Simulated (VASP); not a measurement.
# NiGe (P4/mmm) in VASP: further runs

Runs on NiGe. Level: PBEsol. Tasks: single point.

All numbers are computed with VASP 6.6.1; they aren't measurements. Logs are shortened: lines on timing, memory, paths and dates and some standing lists are left out, and cuts for length are marked.

## (1) The cell of the first run

The typed cell holds 2 atoms: a = 2.929 Å, b = 2.929 Å, c = 2.927 Å, α = 90.00°, β = 90.00°, γ = 90.00°.

## (2) Single point, PBEsol

The input, INCAR:

```
  PREC = Accurate
  ENCUT = 520
  EDIFF = 1E-6
  ISMEAR = 0
  SIGMA = 0.1
  LREAL = F
  LASPH = T
  NELM = 60
  ALGO = Normal
  ISIF = 2
  LWAVE = F
  LCHARG = F
  GGA = PS
  NBANDS = 19
```

The input, KPOINTS:

```
Automatic mesh
0
Gamma
  16 16 12
```

The input, POSCAR:

```
NiGe
1.0
    2.9294239795      0.0000000000      0.0000000000
    0.0000000000      2.9294239795      0.0000000000
    0.0000000000      0.0000000000      2.9266998500
Ni Ge
1 1
Direct
    0.0000000000      0.0000000000      0.0000000000
    0.5000000000      0.5000000000      0.5000000000
```

Potentials or basis: VASP PAW PBE potentials, release 64 (Ni, Ge_d).

On the command line:

```sh
$ cat potpaw_PBE.64/Ni/POTCAR potpaw_PBE.64/Ge_d/POTCAR > POTCAR
$ mpirun -np 1 vasp_std > vasp.out
```

OUTCAR:

```text
PREC = Accurate
   ENCUT = 520
   EDIFF = 1E-6
   ISMEAR = 0
   LREAL = F
   LASPH = T
   NELM = 60
   ISIF = 2
   GGA = PS

 ion  position               nearest neighbor table
   1  0.000  0.000  0.000-   2 2.54   2 2.54   2 2.54   2 2.54   2 2.54   2 2.54   2 2.54   2 2.54

   2  0.500  0.500  0.500-   1 2.54   1 2.54   1 2.54   1 2.54   1 2.54   1 2.54   1 2.54   1 2.54

  LATTYP: Found a simple tetragonal cell.
 ALAT       =     2.9294239795
 C/A-ratio  =     0.9990700802

  Lattice vectors:

 A1 = (   2.9294239795,   0.0000000000,   0.0000000000)
 A2 = (   0.0000000000,   2.9294239795,   0.0000000000)
 A3 = (   0.0000000000,   0.0000000000,   2.9266998500)

Analysis of symmetry for initial positions (statically):
=====================================================================
 Subroutine PRICEL returns:
 Original cell was already a primitive cell.

 Routine SETGRP: Setting up the symmetry group for a
 simple tetragonal supercell.

 Subroutine GETGRP returns: Found 16 space group operations
 (whereof 16 operations were pure point group operations)
 out of a pool of 16 trial point group operations.

The static configuration has the point symmetry D_4h.

Analysis of symmetry for dynamics (positions and initial velocities):
=====================================================================
 Subroutine PRICEL returns:
 Original cell was already a primitive cell.

 Routine SETGRP: Setting up the symmetry group for a
 simple tetragonal supercell.

 Subroutine GETGRP returns: Found 16 space group operations
 (whereof 16 operations were pure point group operations)
 out of a pool of 16 trial point group operations.

The dynamic configuration has the point symmetry D_4h.

 Subroutine INISYM returns: Found 16 space group operations
 (whereof 16 operations are pure point group operations),
 and found     1 'primitive' translations

----------------------------------------------------------------------------------------

                                     Primitive cell

  volume of cell :      25.1155

  direct lattice vectors                    reciprocal lattice vectors
     2.929423980  0.000000000  0.000000000     0.341364038  0.000000000  0.000000000
     0.000000000  2.929423980  0.000000000     0.000000000  0.341364038  0.000000000
     0.000000000  0.000000000  2.926699850     0.000000000  0.000000000  0.341681775

  length of vectors
[... 80 lines left out ...]
   ENCUT  =  520.0 eV  38.22 Ry    6.18 a.u.   5.45  5.45  5.44*2*pi/ulx,y,z
   NELM   =     60;   NELMIN=  2; NELMDL= -5     # of ELM steps
   EDIFF  = 0.1E-05   stopping-criterion for ELM
   LREAL  =      F    real-space projection
   EDIFFG = 0.1E-04   stopping-criterion for IOM
   NSW    =      0    number of steps for IOM
   IBRION =     -1    ionic relax: 0-MD 1-quasi-New 2-CG
   NFREE  =      0    steps in history (QN), initial steepest desc. (CG)
   ISIF   =      2    stress and relaxation
   ISYM   =      2    0-nonsym 1-usesym 2-fastsym
   POTIM  = 0.5000    time-step for ionic-motion
   TEBEG  =    0.0;   TEEND  =   0.0 temperature during run
   PSTRESS=    0.0 pullay stress
   NELECT =      24.0000    total number of electrons
   NUPDOWN=      -1.0000    fix difference up-down
   EMIN   =  10.00;   EMAX   =-10.00  energy-range for DOS
   EFERMI =   0.00;   METHOD = LEGACY
   ISMEAR =     0;   SIGMA  =   0.10  broadening in eV -4-tet -1-fermi 0-gaus
   EFERMI_NEDOS =   21; number of points for ismear=-14 and -15
   IALGO  =     38    algorithm
   IMIX   =      4    mixing-type and parameters
     AMIX     =   0.40;   BMIX     =  1.00
     AMIX_MAG =   1.60;   BMIX_MAG =  1.00
  volume/ion in A,a.u.               =      12.56        84.74
  Fermi-wavevector in a.u.,A,eV,Ry     =   1.612492  3.047169 35.376943  2.600132
  Thomas-Fermi vector in A             =   2.707714
   LORBIT       =      0    0 simple, 1 ext, 2 COOP (PROOUT), +10 PAW based schemes
   GGA     = PS    functional components
   LHFCALC =     F    Hartree Fock is set to
   AEXX    =    0.0000 exact exchange contribution
   IVDW    =     0    specifies the selected vdW correction
   LEPSILON=     F    determine dielectric tensor
   LRPA    =     F    only Hartree local field effects (RPA)
 non-spin polarized calculation
 Gauss-broadening in eV      SIGMA  =   0.10
  energy-cutoff  :      520.00
  volume of cell :       25.12
 maximum number of plane-waves:       699
 NGX is ok and might be reduce to    24
   NGX = 11   NGY = 11   NGZ = 11

 number of electron      24.0000018 magnetization

 Free energy of the ion-electron system (eV)
  ---------------------------------------------------
  ext. energy  EPLUGINS =         0.00000000
  ---------------------------------------------------
  free energy    TOTEN  =       -11.33589724 eV

  energy without entropy =      -11.33108169  energy(sigma->0) =      -11.33348947

 E-fermi :  10.0277     XC(G=0): -13.1414

 val. band max:       10.0211603779   @ k =   0.3750   0.1875   0.5000
 cond. band min:      10.0277658273   @ k =   0.3750   0.3750   0.1667
 fundamental gap:      0.0066054493
 Fermi energy:        10.0276635894

 k-point     1 :       0.0000    0.0000    0.0000
  band No.  band energies     occupation
      1     -14.9604      2.00000
      2     -14.9590      2.00000
      3     -14.8416      2.00000
      4     -14.8416      2.00000
      5     -14.8411      2.00000
      6      -3.8722      2.00000
[... 505 lines left out ...]
      6      -0.3479      2.00000
[... 11 lines left out ...]
     18      22.8797      0.00000
     19      23.3152      0.00000

 [... further k-points ...]

------------------------ aborting loop because EDIFF is reached ----------------------------------------

  FORCE on cell =-STRESS in cart. coord.  units (eV):
  Direction    XX          YY          ZZ          XY          YZ          ZX
  --------------------------------------------------------------------------------------
  -------------------------------------------------------------------------------------
  Total        0.0289553      0.0289553      0.0339341      0.0000000      0.0000000      0.0000000
  in kB        1.8471266      1.8471266      2.1647336      0.0000000      0.0000000      0.0000000
  external PRESSURE =       1.9529956 kB  Pullay stress =       0.0000000 kB

 VOLUME and BASIS-vectors are now :
 -----------------------------------------------------------------------------
  energy-cutoff  :      520.00
  volume of cell :       25.12
      direct lattice vectors                 reciprocal lattice vectors
     2.929423980  0.000000000  0.000000000     0.341364038  0.000000000  0.000000000
     0.000000000  2.929423980  0.000000000     0.000000000  0.341364038  0.000000000
     0.000000000  0.000000000  2.926699850     0.000000000  0.000000000  0.341681775

 POSITION                                       TOTAL-FORCE (eV/Angst)
 -----------------------------------------------------------------------------------
      0.00000      0.00000      0.00000         0.000000      0.000000      0.000000
      1.46471      1.46471      1.46335         0.000000      0.000000      0.000000
 -----------------------------------------------------------------------------------
    total drift:                                0.000000      0.000000     -0.000000

  FREE ENERGIE OF THE ION-ELECTRON SYSTEM (eV)
  ---------------------------------------------------
  free  energy   TOTEN  =       -11.3358972418 eV

  energy  without entropy=      -11.3310816883  energy(sigma->0) =      -11.33348947
```

stdout:

```text
POSCAR found type information on POSCAR NiGe
 POSCAR found :  2 types and       2 ions
 scaLAPACK will be used
 -----------------------------------------------------------------------------
|                                                                             |
|                                                                             |
|     You enforced a specific xc type in the INCAR file but a different       |
|     I HOPE YOU KNOW WHAT YOU ARE DOING!                                     |
|                                                                             |
 -----------------------------------------------------------------------------

 LDA part: xc-table for (Slater+PW92), standard interpolation
 POSCAR, INCAR and KPOINTS ok, starting setup
 FFT: planning ... GRIDC
 FFT: planning ... GRID_SOFT
 FFT: planning ... GRID
 WAVECAR not read
 entering main loop
```

Run time: 36 s. Hardware: 1 thread of Intel Xeon 6975P-C (Granite Rapids), shared host; peak memory 0.26 GiB.

What came out:

| Quantity | Value |
| --- | --- |
| Free energy | -11.3359 eV |
| Pressure | 0.2 GPa |
| Band gap on the k mesh | zero (bands 12 and 13 overlap by 3.58 eV) |

Caveat: the PAW data sets were made with another functional, which shifts forces and pressure a little.

## (3) Single point, PBEsol, collinear spin, ferromagnetic start

The input, INCAR:

```
SYSTEM = NiGe
PREC = Accurate ; ENCUT = 520
EDIFF = 1E-6 ; ISMEAR = 0
SIGMA = 0.1 ; LREAL = .FALSE.
LASPH = .TRUE. ; NELM = 150
ALGO = Normal ; ISIF = 2
LWAVE = .FALSE. ; LCHARG = .FALSE.
ISPIN = 2 ; MAGMOM = 2.5 0
LORBIT = 11 ; LMAXMIX = 4
GGA = PS ; NBANDS = 23
```

The input, KPOINTS:

```
Automatic mesh
0
G
  16 16 12
  0 0 0
```

POSCAR is that of step 2.

Potentials or basis: VASP PAW PBE potentials, release 64 (Ni, Ge_d).

On the command line:

```sh
$ cat potpaw_PBE.64/Ni/POTCAR potpaw_PBE.64/Ge_d/POTCAR > POTCAR
$ mpirun -np 1 vasp_std > vasp.out
```

Run time: 1.9 min. Hardware: 1 thread of Intel Xeon 6975P-C (Granite Rapids), shared host; peak memory 0.37 GiB.

Results (log left out):

```yaml
Free_energy: -11.3359 eV
Pressure: 0.2 GPa
Band_gap_on_the_k_mesh: zero (filled and empty bands overlap)
Net_moment: 0.00 μB per cell
Valence_electrons_inside_the_program's_atomic_spheres: Ni 9.38; Ge 12.39
```

Levels at points of the mesh, in eV from the Fermi level:
Spin up:
| k point | band 8 | band 9 | band 10 | band 11 | band 12 | band 13 | band 14 | band 15 | band 16 | band 17 |
| --- | --- | --- | --- | --- | --- | --- | --- | --- | --- | --- |
| (0.00, 0.00, 0.00) | -3.25 | -1.75 | -1.74 | -1.74 | 2.57 | 2.57 | 2.60 | 8.11 | 8.72 | 8.74 |
| (0.50, 0.00, 0.00) | -2.92 | -2.69 | -2.68 | -1.70 | -1.02 | 7.00 | 7.02 | 9.32 | 10.25 | 10.31 |
| (0.50, 0.50, 0.00) | -4.85 | -3.37 | -2.20 | -2.20 | -1.23 | -0.13 | 1.29 | 7.52 | 13.20 | 13.20 |
| (0.00, 0.00, 0.50) | -2.92 | -2.69 | -2.69 | -1.71 | -1.02 | 7.01 | 7.01 | 9.32 | 10.24 | 10.31 |
| (0.50, 0.00, 0.50) | -4.84 | -3.37 | -2.20 | -2.20 | -1.23 | -0.13 | 1.30 | 7.51 | 13.18 | 13.18 |
| (0.50, 0.50, 0.50) | -5.15 | -3.94 | -1.20 | -1.20 | 2.15 | 2.15 | 2.15 | 2.40 | 2.41 | 2.41 |
Spin down:
```csv
k point,band 10,band 11,band 12,band 13,band 14,band 15
"(0.00, 0.00, 0.00)",-1.74,-1.74,2.57,2.57,2.60,8.11
"(0.50, 0.00, 0.00)",-2.68,-1.71,-1.02,7.00,7.02,9.32
"(0.50, 0.50, 0.00)",-2.20,-2.20,-1.23,-0.13,1.29,7.52
"(0.00, 0.00, 0.50)",-2.69,-1.71,-1.02,7.01,7.01,9.32
"(0.50, 0.00, 0.50)",-2.20,-2.20,-1.23,-0.13,1.30,7.51
"(0.50, 0.50, 0.50)",-1.20,-1.20,2.15,2.15,2.15,2.40
```

Caveat: the PAW data sets were made with another functional, which shifts forces and pressure a little.
